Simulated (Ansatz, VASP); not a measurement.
## One calculation of GaAsSe3, two programs

```
Ga As Se
1.0
     6.71826    0.00000    0.00000
    -3.35913    5.81818    0.00000
     0.00000    0.00000    6.55323
Ga As Se
2 2 6
Direct
  0.66667 0.33333 0.25000
  0.33333 0.66667 0.75000
  0.00000 0.00000 0.50000
  0.00000 0.00000 0.00000
  0.35480 0.17740 0.75000
  0.64520 0.82260 0.25000
  0.82260 0.17740 0.75000
  0.17740 0.82260 0.25000
  0.82260 0.64520 0.75000
  0.17740 0.35480 0.25000
```

Change from the starting cell: species swapped into the TlNiCl3 type (P6_3/mmc, No. 194).

Alike in both runs: functional PBE; k mesh 2 × 2 × 2; occupations gaussian, width 0.15 eV; no spin polarisation.

Ansatz relaxed the structure, and its values are those at the end. VASP's run is a single point on that final structure, the one shown.

```csv
,VASP,Ansatz
version,VASP 6.6.1,Ansatz 0.2.0
potentials or method,"VASP PAW PBE potentials, release 64 (Ga_d, As, Se), cutoff 500 eV","scalar-relativistic, plane waves, PAW"
valence electrons in the cell,72,152
```

```tsv
	VASP	Ansatz	Ansatz less VASP
gap on the k mesh at the Fermi level (eV)	none	none	-
pressure (GPa)	0.3	0.3	-0.04
```

A gap of «none» marks a metal or a gap that the smearing closes. The functional is the same, so the differences come from potentials, cutoffs and numerics. VASP's potentials hold 72 valence electrons a cell and Ansatz's 152, so a difference there can come from the potentials and not from the codes.

The k mesh is coarse, so the values compare programs but aren't converged.
